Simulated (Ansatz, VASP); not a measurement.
AlN in VASP and in Ansatz

```
Al N
1.0
     0.00000    2.09173    2.09173
     2.09173    0.00000    2.09173
     2.09173    2.09173    0.00000
Al N
1 1
Cartesian
  2.0917 2.0917 2.0917
  0.0000 0.0000 0.0000
```

Alike in both runs: task single point; functional PBEsol; k mesh 10 × 10 × 10; occupations gaussian, width 0.05 eV; no spin polarisation.

|  | VASP | Ansatz |
| --- | --- | --- |
| version | VASP 6.6.1 | Ansatz 0.2.0 |
| potentials or method | VASP PAW PBE potentials, release 64 (Al, N), cutoff 520 eV | scalar-relativistic, plane waves, PAW |
| valence electrons in the cell | 8 | 8 |

Ansatz gave:

| Item | Value |
| --- | --- |
| gap on the k mesh at the Fermi level (eV) | 3.63 |
| least direct gap on the mesh (eV) | 4.26 |
| pressure (GPa) | -21.7 |

Q: Which values does VASP return?

A: gap on the k mesh at the Fermi level (eV): 3.62; least direct gap on the mesh (eV): 4.28; pressure (GPa): -21.7.

VASP's potentials were made for PBE, not for PBEsol, and Ansatz warns of the same on its side.
